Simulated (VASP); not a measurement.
Here is a VASP 6.6.1 calculation.

The input INCAR:

```
SYSTEM = Mg
PREC     = Accurate       ! precision mode
ENCUT    = 520            ! plane-wave cutoff, eV
EDIFF    = 1E-6           ! SCF threshold, eV
ISMEAR   = 0              ! smearing method
SIGMA    = 0.1            ! smearing width, eV
LREAL    = .FALSE.        ! projectors in reciprocal space
LASPH    = .TRUE.         ! aspherical terms in the spheres
NELM     = 80             ! most SCF steps
ALGO     = Normal         ! electronic algorithm
ISIF     = 2              ! what is computed and relaxed
LWAVE    = .FALSE.        ! write WAVECAR
LCHARG   = .FALSE.        ! write CHGCAR
GGA      = PE             ! functional
IVDW     = 12             ! dispersion correction
NBANDS   = 9              ! bands
```

KPOINTS

```
Automatic mesh
0
G
  15 15 8
  0 0 0
```

POSCAR

```
Mg
1.0
    3.1500978765      0.0000000000      0.0000000000
   -1.5750489382      2.7280647854      0.0000000000
    0.0000000000      0.0000000000      5.0465259496
Mg
2
Direct
    0.3333333333      0.6666666667      0.2500000000
    0.6666666667      0.3333333333      0.7500000000
```

Potentials or basis: VASP PAW PBE potentials, release 64 (Mg).

The run is started by

```sh
$ cat potpaw_PBE.64/Mg/POTCAR > POTCAR
$ mpirun -np 1 vasp_std > vasp.out
```

(1) Estimate the pressure.

(2) Predict the dispersion energy per atom.

(3) Estimate the band gap on the k mesh.

## Answers

(1) -0.1 GPa.

(2) -0.300 eV.

(3) zero (bands 2 and 3 overlap by 2.01 eV).
